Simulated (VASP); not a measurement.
# Li2S (Fm-3m) in VASP: notebook

Aim: see how the results for Li2S move with the level of theory and the settings. Levels: PBE, PBE-based screened hybrid. Tasks: single point.

All numbers are computed with VASP 6.6.1; they aren't measurements. Logs are shortened: lines on timing, memory, paths and dates and some standing lists are left out, and cuts for length are marked.

**1. The cell of the first run**

The structure is cubic, space group Fm-3m (No. 225). Conventional cell: a = 5.691 Å, b = 5.691 Å, c = 5.691 Å, α = 90.00°, β = 90.00°, γ = 90.00°. S (site symmetry m-3m) has 8 Li at 2.46 Å within 3.3 Å. Li (site symmetry -43m) has 4 S at 2.46 Å and 6 Li at 2.85 Å within 3.3 Å.

**2. Single point, PBE**

INCAR

```
SYSTEM = Li2S
  ALGO = Normal
  EDIFF = 1E-6
  ENCUT = 750
  GGA = PE
  GGA_COMPAT = .False.
  ISIF = 2
  ISMEAR = 0
  LASPH = .True.
  LCHARG = .False.
  LREAL = .False.
  LWAVE = .False.
  NBANDS = 13
  NELM = 120
  PREC = Accurate
  SIGMA = 0.5
```

KPOINTS

```
k-points
0
Gamma
  6 6 6
  0 0 0
```

POSCAR

```
Li2S
1.0
    0.0000000000      2.8452942165      2.8452942165
    2.8452942165      0.0000000000      2.8452942165
    2.8452942165      2.8452942165      0.0000000000
S Li
1 2
Direct
    0.0000000000      0.0000000000      0.0000000000
    0.2500000000      0.2500000000      0.2500000000
    0.7500000000      0.7500000000      0.7500000000
```

Potentials or basis: VASP PAW PBE potentials, release 64 (S, Li_sv).

On the command line:

```bash
cat potpaw_PBE.64/S/POTCAR potpaw_PBE.64/Li_sv/POTCAR > POTCAR
mpirun -np 1 vasp_std > vasp.out
```

OUTCAR:

```text
SYSTEM = Li2S
   EDIFF = 1E-6
   ENCUT = 750
   GGA = PE
   ISIF = 2
   ISMEAR = 0
   LASPH = .True.
   LREAL = .False.
   NELM = 120
   PREC = Accurate

 ion  position               nearest neighbor table
   1  0.000  0.000  0.000-   3 2.46   3 2.46   3 2.46   2 2.46   3 2.46   2 2.46   2 2.46   2 2.46

   2  0.250  0.250  0.250-   1 2.46   1 2.46   1 2.46   1 2.46
   3  0.750  0.750  0.750-   1 2.46   1 2.46   1 2.46   1 2.46

  LATTYP: Found a face centered cubic cell.
 ALAT       =     5.6905884330

  Lattice vectors:

 A1 = (   0.0000000000,   2.8452942165,   2.8452942165)
 A2 = (   2.8452942165,   0.0000000000,   2.8452942165)
 A3 = (   2.8452942165,   2.8452942165,   0.0000000000)

Analysis of symmetry for initial positions (statically):
=====================================================================
 Subroutine PRICEL returns:
 Original cell was already a primitive cell.

 Routine SETGRP: Setting up the symmetry group for a
 face centered cubic supercell.

 Subroutine GETGRP returns: Found 48 space group operations
 (whereof 48 operations were pure point group operations)
 out of a pool of 48 trial point group operations.

The static configuration has the point symmetry O_h .

Analysis of symmetry for dynamics (positions and initial velocities):
=====================================================================
 Subroutine PRICEL returns:
 Original cell was already a primitive cell.

 Routine SETGRP: Setting up the symmetry group for a
 face centered cubic supercell.

 Subroutine GETGRP returns: Found 48 space group operations
 (whereof 48 operations were pure point group operations)
 out of a pool of 48 trial point group operations.

The dynamic configuration has the point symmetry O_h .

 Subroutine INISYM returns: Found 48 space group operations
 (whereof 48 operations are pure point group operations),
 and found     1 'primitive' translations

----------------------------------------------------------------------------------------

                                     Primitive cell

  volume of cell :      46.0693

  direct lattice vectors                    reciprocal lattice vectors
     0.000000000  2.845294217  2.845294217    -0.175728751  0.175728751  0.175728751
     2.845294217  0.000000000  2.845294217     0.175728751 -0.175728751  0.175728751
     2.845294217  2.845294217  0.000000000     0.175728751  0.175728751 -0.175728751

  length of vectors
     4.023853670  4.023853670  4.023853670     0.304371126  0.304371126  0.304371126

  position of ions in fractional coordinates (direct lattice)
     0.000000000  0.000000000  0.000000000
     0.250000000  0.250000000  0.250000000
     0.750000000  0.750000000  0.750000000

  ion indices of the primitive-cell ions
   primitive index   ion index
                 1           1
                 2           2
                 3           3

----------------------------------------------------------------------------------------

 KPOINTS: k-points

Automatic generation of k-mesh.
 Grid dimensions read from file:
 generate k-points for:    6    6    6

 Generating k-lattice:

  Cartesian coordinates                     Fractional coordinates (reciprocal lattice)
    -0.029288125  0.029288125  0.029288125     0.166666667  0.000000000  0.000000000
     0.029288125 -0.029288125  0.029288125     0.000000000  0.166666667  0.000000000
     0.029288125  0.029288125 -0.029288125     0.000000000  0.000000000  0.166666667

  Length of vectors
     0.050728521  0.050728521  0.050728521

  Shift w.r.t. Gamma in fractional coordinates (k-lattice)
     0.000000000  0.000000000  0.000000000

 Subroutine IBZKPT returns following result:
 ===========================================

 Found     16 irreducible k-points:

 Following reciprocal coordinates:
            Coordinates               Weight
  0.000000  0.000000  0.000000      1.000000
  0.166667  0.000000  0.000000      8.000000
  0.333333  0.000000  0.000000      8.000000
  0.500000  0.000000  0.000000      4.000000
  0.166667  0.166667  0.000000      6.000000
  0.333333  0.166667  0.000000     24.000000
[... 8 lines left out ...]
 -0.333333  0.333333  0.166667     24.000000
 -0.333333  0.500000  0.166667     12.000000
   k-points           NKPTS =     16   k-points in BZ     NKDIM =     16   number of bands    NBANDS=     13
   number of dos      NEDOS =    301   number of ions     NIONS =      3
   total plane-waves  NPLWV =  46656
   dimension x,y,z NGX =    36 NGY =   36 NGZ =   36
   dimension x,y,z NGXF=    72 NGYF=   72 NGZF=   72
   ions per type =               1   2
   NGX,Y,Z   is equivalent  to a cutoff of  14.87, 14.87, 14.87 a.u.
   NGXF,Y,Z  is equivalent  to a cutoff of  29.75, 29.75, 29.75 a.u.
 SYSTEM =  Li2S
   PREC   = accura    normal or accurate (medium, high low for compatibility)
   ISTART =      0    job   : 0-new  1-cont  2-samecut
   ICHARG =      2    charge: 1-file 2-atom 10-const
   ISPIN  =      1    spin polarized calculation?
   LNONCOLLINEAR =      F non collinear calculations
   LSORBIT =      F    spin-orbit coupling
   LASPH  =      T    aspherical Exc in radial PAW
   ENCUT  =  750.0 eV  55.12 Ry    7.42 a.u.   8.99  8.99  8.99*2*pi/ulx,y,z
   NELM   =    120;   NELMIN=  2; NELMDL= -5     # of ELM steps
   EDIFF  = 0.1E-05   stopping-criterion for ELM
   LREAL  =      F    real-space projection
   EDIFFG = 0.1E-04   stopping-criterion for IOM
   NSW    =      0    number of steps for IOM
   IBRION =     -1    ionic relax: 0-MD 1-quasi-New 2-CG
   NFREE  =      0    steps in history (QN), initial steepest desc. (CG)
   ISIF   =      2    stress and relaxation
   ISYM   =      2    0-nonsym 1-usesym 2-fastsym
   POTIM  = 0.5000    time-step for ionic-motion
   TEBEG  =    0.0;   TEEND  =   0.0 temperature during run
   PSTRESS=    0.0 pullay stress
   NELECT =      12.0000    total number of electrons
   NUPDOWN=      -1.0000    fix difference up-down
   EMIN   =  10.00;   EMAX   =-10.00  energy-range for DOS
   EFERMI =   0.00;   METHOD = LEGACY
   ISMEAR =     0;   SIGMA  =   0.50  broadening in eV -4-tet -1-fermi 0-gaus
   EFERMI_NEDOS =   21; number of points for ismear=-14 and -15
   IALGO  =     38    algorithm
   IMIX   =      4    mixing-type and parameters
     AMIX     =   0.40;   BMIX     =  1.00
     AMIX_MAG =   1.60;   BMIX_MAG =  1.00
  volume/ion in A,a.u.               =      15.36       103.63
  Fermi-wavevector in a.u.,A,eV,Ry     =   1.045518  1.975742 14.872628  1.093107
  Thomas-Fermi vector in A             =   2.180317
   LORBIT       =      0    0 simple, 1 ext, 2 COOP (PROOUT), +10 PAW based schemes
   GGA     = PE    functional components
   LHFCALC =     F    Hartree Fock is set to
   AEXX    =    0.0000 exact exchange contribution
   IVDW    =     0    specifies the selected vdW correction
   LEPSILON=     F    determine dielectric tensor
   LRPA    =     F    only Hartree local field effects (RPA)
 non-spin polarized calculation
 Gauss-broadening in eV      SIGMA  =   0.50
  energy-cutoff  :      750.00
  volume of cell :       46.07
 maximum number of plane-waves:      2174
   NGX = 17   NGY = 17   NGZ = 17

 number of electron      11.9999998 magnetization

 Free energy of the ion-electron system (eV)
  ---------------------------------------------------
  ext. energy  EPLUGINS =         0.00000000
  ---------------------------------------------------
  free energy    TOTEN  =       -11.99453934 eV

  energy without entropy =      -11.99453923  energy(sigma->0) =      -11.99453928

 E-fermi :   3.2011     XC(G=0):  -8.5223

 val. band max:        1.4867865744   @ k =   0.0000   0.0000   0.0000
 cond. band min:       4.8743488685   @ k =   0.5000   0.5000   0.0000
 fundamental gap:      3.3875622941
 Fermi energy:         3.2011128041

 k-point     1 :       0.0000    0.0000    0.0000
  band No.  band energies     occupation
      1     -42.6772      2.00000
      2     -42.6340      2.00000
      3      -9.5483      2.00000
      4       1.4868      2.00000
      5       1.4868      2.00000
      6       1.4868      2.00000
      7       5.7763      0.00000
      8       7.7189      0.00000
      9       7.7189      0.00000
     10       7.7189      0.00000
     11      12.6768      0.00000
     12      12.6768      0.00000
     13      13.9347      0.00000

 k-point     2 :       0.1667    0.0000    0.0000
  band No.  band energies     occupation
      1     -42.6741      2.00000
      2     -42.6367      2.00000
      3      -9.4498      2.00000
      4       0.5310      2.00000
      5       1.3395      2.00000
      6       1.3395      2.00000
      7       6.4381      0.00000
      8       8.0936      0.00000
      9       8.0936      0.00000
     10       8.3265      0.00000
     11      11.4459      0.00000
     12      11.4459      0.00000
     13      14.1955      0.00000

 k-point     3 :       0.3333    0.0000    0.0000
  band No.  band energies     occupation
      1     -42.6658      2.00000
      2     -42.6442      2.00000
      3      -9.2327      2.00000
      4      -0.8354      2.00000
      5       1.0872      2.00000
      6       1.0872      2.00000
      7       7.2461      0.00000
      8       8.2443      0.00000
      9       8.2444      0.00000
     10       9.4528      0.00000
     11      11.9266      0.00000
     12      11.9266      0.00000
     13      14.8969      0.00000

 k-point     4 :       0.5000    0.0000    0.0000
  band No.  band energies     occupation
      1     -42.6548      2.00000
      2     -42.6547      2.00000
      3      -9.1119      2.00000
      4      -1.4004      2.00000
      5       0.9770      2.00000
      6       0.9770      2.00000
      7       7.6082      0.00000
      8       8.0649      0.00000
      9       8.0649      0.00000
     10       9.9206      0.00000
     11      14.3163      0.00000
     12      14.3163      0.00000
     13      14.5442      0.00000

 k-point     5 :       0.1667    0.1667    0.0000
  band No.  band energies     occupation
      1     -42.6733      2.00000
      2     -42.6373      2.00000
      3      -9.4178      2.00000
      4       0.7132      2.00000
      5       1.0434      2.00000
      6       1.0434      2.00000
      7       6.5099      0.00000
      8       7.9253      0.00000
      9       8.5737      0.00000
     10       8.5737      0.00000
     11      10.3143      0.00000
     12      13.1223      0.00000
     13      14.8929      0.00000
[... 129 lines left out ...]
 k-point    14 :       0.5000    0.3333    0.1667
  band No.  band energies     occupation
      1     -42.6619      2.00000
      2     -42.6475      2.00000
      3      -9.0899      2.00000
      4      -0.6970      2.00000
      5       0.0969      2.00000
      6       0.5761      2.00000
      7       6.8266      0.00000
      8       8.6462      0.00000
      9       9.2019      0.00000
     10      10.7980      0.00000
     11      11.3598      0.00000
     12      13.8989      0.00000
     13      15.5222      0.00000

 k-point    15 :      -0.3333    0.3333    0.1667
  band No.  band energies     occupation
      1     -42.6545      2.00000
      2     -42.6545      2.00000
      3      -9.0092      2.00000
      4      -0.8803      2.00000
      5      -0.0676      2.00000
      6       0.3070      2.00000
      7       7.1407      0.00000
      8       8.4044      0.00000
      9      10.4920      0.00000
     10      10.9816      0.00000
     11      11.2611      0.00000
     12      13.2499      0.00000
     13      14.8299      0.00000

 k-point    16 :      -0.3333    0.5000    0.1667
  band No.  band energies     occupation
      1     -42.6581      2.00000
      2     -42.6509      2.00000
      3      -8.9763      2.00000
      4      -0.5232      2.00000
      5      -0.2021      2.00000
      6      -0.1527      2.00000
      7       6.1682      0.00000
      8       9.4309      0.00000
      9       9.8606      0.00000
     10      11.5704      0.00000
     11      12.9958      0.00000
     12      13.9199      0.00000
     13      14.1069      0.00000

------------------------ aborting loop because EDIFF is reached ----------------------------------------

  FORCE on cell =-STRESS in cart. coord.  units (eV):
  Direction    XX          YY          ZZ          XY          YZ          ZX
  --------------------------------------------------------------------------------------
  -------------------------------------------------------------------------------------
  Total        0.0582404      0.0582404      0.0582404      0.0000000     -0.0000000      0.0000000
  in kB        2.0254601      2.0254601      2.0254601      0.0000000     -0.0000000      0.0000000
  external PRESSURE =       2.0254601 kB  Pullay stress =       0.0000000 kB

 VOLUME and BASIS-vectors are now :
 -----------------------------------------------------------------------------
  energy-cutoff  :      750.00
  volume of cell :       46.07
      direct lattice vectors                 reciprocal lattice vectors
     0.000000000  2.845294217  2.845294217    -0.175728751  0.175728751  0.175728751
     2.845294217  0.000000000  2.845294217     0.175728751 -0.175728751  0.175728751
     2.845294217  2.845294217  0.000000000     0.175728751  0.175728751 -0.175728751

 POSITION                                       TOTAL-FORCE (eV/Angst)
 -----------------------------------------------------------------------------------
      0.00000      0.00000      0.00000         0.000000      0.000000     -0.000000
      1.42265      1.42265      1.42265         0.000000     -0.000000     -0.000000
      4.26794      4.26794      4.26794        -0.000000      0.000000      0.000000
 -----------------------------------------------------------------------------------
    total drift:                                0.000000      0.000000      0.000000

  FREE ENERGIE OF THE ION-ELECTRON SYSTEM (eV)
  ---------------------------------------------------
  free  energy   TOTEN  =       -11.9945393371 eV

  energy  without entropy=      -11.9945392262  energy(sigma->0) =      -11.99453928
```

Run time: 9.1 s. Hardware: 1 thread of Intel Xeon 6975P-C (Granite Rapids), shared host; peak memory 0.19 GiB.

What came out:

```
Free energy            : -11.9945 eV
Pressure               : 0.2 GPa
Band gap on the k mesh : 3.39 eV, indirect (least direct gap 4.29 eV)
```

Levels at points of the mesh, in eV from the valence-band top:
| k point | band 4 | band 5 | band 6 | band 7 | band 8 | band 9 |
| --- | --- | --- | --- | --- | --- | --- |
| (0.00, 0.00, 0.00) | 0.00 | 0.00 | 0.00 | 4.29 | 6.23 | 6.23 |
| (0.50, 0.00, 0.00) | -2.89 | -0.51 | -0.51 | 6.12 | 6.58 | 6.58 |
| (0.50, 0.50, 0.00) | -2.17 | -1.43 | -1.43 | 3.39 | 7.09 | 11.12 |

A k mesh can miss the band edges. PBE gaps usually lie below the measured ones, often by a third to a half.

**3. Single point, PBE**

INCAR

```
SYSTEM = Li2S
PREC = Accurate
ENCUT = 750
EDIFF = 1E-6
ISMEAR = 0
SIGMA = 0.001
LREAL = .False.
LASPH = .True.
NELM = 120
ALGO = Normal
ISIF = 2
LWAVE = .False.
LCHARG = .False.
GGA = PE
NBANDS = 13
GGA_COMPAT = .False.
```

KPOINTS

```
regular mesh
0
Gamma
  6 6 6
  0 0 0
```

POSCAR is that of step 2.

Potentials or basis: VASP PAW PBE potentials, release 64 (S, Li_sv).

On the command line:

```bash
cat potpaw_PBE.64/S/POTCAR potpaw_PBE.64/Li_sv/POTCAR > POTCAR
mpirun -np 1 vasp_std > vasp.out
```

OUTCAR:

```text
SYSTEM = Li2S
   PREC = Accurate
   ENCUT = 750
   EDIFF = 1E-6
   ISMEAR = 0
   LREAL = .False.
   LASPH = .True.
   NELM = 120
   ISIF = 2
   GGA = PE

 ion  position               nearest neighbor table
   1  0.000  0.000  0.000-   3 2.46   3 2.46   3 2.46   2 2.46   3 2.46   2 2.46   2 2.46   2 2.46

   2  0.250  0.250  0.250-   1 2.46   1 2.46   1 2.46   1 2.46
   3  0.750  0.750  0.750-   1 2.46   1 2.46   1 2.46   1 2.46

  LATTYP: Found a face centered cubic cell.
 ALAT       =     5.6905884330

[... 437 lines left out ...]

  FORCE on cell =-STRESS in cart. coord.  units (eV):
  Direction    XX          YY          ZZ          XY          YZ          ZX
  --------------------------------------------------------------------------------------
  -------------------------------------------------------------------------------------
  Total        0.0582405      0.0582405      0.0582405      0.0000000      0.0000000      0.0000000
  in kB        2.0254607      2.0254607      2.0254607      0.0000000      0.0000000      0.0000000
  external PRESSURE =       2.0254607 kB  Pullay stress =       0.0000000 kB

 VOLUME and BASIS-vectors are now :
 -----------------------------------------------------------------------------
  energy-cutoff  :      750.00
  volume of cell :       46.07
      direct lattice vectors                 reciprocal lattice vectors
     0.000000000  2.845294217  2.845294217    -0.175728751  0.175728751  0.175728751
     2.845294217  0.000000000  2.845294217     0.175728751 -0.175728751  0.175728751
     2.845294217  2.845294217  0.000000000     0.175728751  0.175728751 -0.175728751

 POSITION                                       TOTAL-FORCE (eV/Angst)
 -----------------------------------------------------------------------------------
      0.00000      0.00000      0.00000         0.000000     -0.000000      0.000000
      1.42265      1.42265      1.42265        -0.000000     -0.000000     -0.000000
      4.26794      4.26794      4.26794         0.000000      0.000000      0.000000
 -----------------------------------------------------------------------------------
    total drift:                                0.000000      0.000000      0.000000

  FREE ENERGIE OF THE ION-ELECTRON SYSTEM (eV)
  ---------------------------------------------------
  free  energy   TOTEN  =       -11.9945393326 eV

  energy  without entropy=      -11.9945393326  energy(sigma->0) =      -11.99453933
```

stdout:

```text
POSCAR found type information on POSCAR S Li
 POSCAR found :  2 types and       3 ions
 scaLAPACK will be used
 LDA part: xc-table for (Slater+PW92), standard interpolation
 POSCAR, INCAR and KPOINTS ok, starting setup
 FFT: planning ... GRIDC
 FFT: planning ... GRID_SOFT
 FFT: planning ... GRID
 WAVECAR not read
 entering main loop
```

Run time: 9 s. Hardware: 1 thread of Intel Xeon 6975P-C (Granite Rapids), shared host; peak memory 0.19 GiB.

Results:

```
Free energy            : -11.9945 eV
Pressure               : 0.2 GPa
Band gap on the k mesh : 3.39 eV, indirect (least direct gap 4.29 eV)
```

A k mesh can miss the band edges.

(Continued in part 2 of 2.)
